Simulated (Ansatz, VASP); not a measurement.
**Tl: VASP beside Ansatz**

```
Tl
1.0
     0.00000    2.44827    2.44827
     2.44827    0.00000    2.44827
     2.44827    2.44827    0.00000
Tl
1
Direct
  0.00000 0.00000 0.00000
```

Alike in both runs: functional PBE; dispersion D3(BJ); k mesh 14 × 14 × 14; occupations gaussian, width 0.1 eV; no spin polarisation.

Ansatz relaxed the structure, and its values are those at the end. VASP's run is a single point on that final structure, the one shown.

|  | VASP | Ansatz |
| --- | --- | --- |
| version | VASP 6.6.1 | Ansatz 0.2.0 |
| potentials or method | VASP PAW PBE potentials, release 64 (Tl_d), cutoff 520 eV | scalar-relativistic, plane waves, PAW |
| valence electrons in the cell | 13 | 13 |

|  | VASP | Ansatz | Ansatz less VASP |
| --- | --- | --- | --- |
| gap on the k mesh at the Fermi level (eV) | none | none | - |
| pressure (GPa) | 0.0 | 0.0 | +0.05 |

A gap of «none» marks a metal or a gap that the smearing closes.

Spin-orbit coupling is off throughout.
